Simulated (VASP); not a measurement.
The system is Sr3ZnB2.

```
B Sr Zn
1.0
     2.99433    5.18632    0.00000
    -2.99433    5.18632    0.00000
     0.00000    0.00000    3.75652
B Sr Zn
2 3 1
Direct
  0.33330 0.33340 0.00000
  0.66660 0.66670 0.00000
  0.50000 0.50000 0.50000
  0.50000 0.00000 0.50000
  0.00000 0.50000 0.50000
  0.00000 0.00000 0.00000
```

```yaml
Program: VASP 6.6.1
Task: relaxation of cell and atoms
Functional: r2SCAN
Potentials_or_basis: VASP PAW PBE potentials, release 64 (B, Sr_sv, Zn)
Cutoff: 550 eV
k_mesh: 7 × 7 × 9
Occupations: fermi-dirac, width 0.0562 eV
Spin: no spin polarisation
```

At the start: pressure 20.3 GPa; volume 19.45 Å³/atom.

Q: How do energy, volume and symmetry change on relaxing?

A: Over 14 steps the energy falls by 560.4 meV/atom and the volume is 30.89 Å³/atom (+58.9 %); space group P6/mmm (No. 191, to 0.05 Å).

The path:
| step | energy change (eV) | largest force (eV/Å) | pressure (GPa) | volume (Å³) |
| --- | --- | --- | --- | --- |
| 1 | 0.0000 | 0.0022 | 20.30 | 116.67 |
| 2 | -2.6366 | 0.0005 | 1.67 | 163.41 |
| 3 | -2.6750 | 0.0004 | -0.73 | 178.05 |
| 4 | -2.6858 | 0.0004 | -0.10 | 173.53 |
| 5 | -2.8718 | 0.0004 | -0.01 | 175.80 |
| 6 | -3.0694 | 0.0003 | 0.12 | 178.99 |
| 7 | -3.3478 | 0.0002 | 0.51 | 182.08 |
| 8 | -3.3479 | 0.0002 | 0.44 | 181.74 |
| 9 | -3.3575 | 0.0002 | 0.48 | 181.97 |
| 10 | -3.3565 | 0.0002 | 0.49 | 182.01 |
| 11 | -3.3578 | 0.0001 | -0.31 | 187.74 |
| 12 | -3.3608 | 0.0001 | 0.05 | 185.09 |
| 13 | -3.3624 | 0.0001 | 0.01 | 185.26 |
| 14 | -3.3625 | 0.0001 | -0.01 | 185.34 |

Final structure:
```
B Sr Zn
1.0
     3.89184    6.74125    0.00000
    -3.89184    6.74125    0.00000
     0.00000    0.00000    3.53217
B Sr Zn
2 3 1
Cartesian
  -0.0002 4.4942 0.0000
  -0.0002 8.9883 0.0000
  -0.0001 6.7412 1.7661
  1.9458 3.3707 1.7661
  1.9458 10.1118 1.7661
  -3.8918 6.7412 0.0000
```

Caveat: the volume moved by over 15 % at a fixed basis, so the end points are rough; the PAW data sets were made with another functional, which shifts forces and pressure a little.
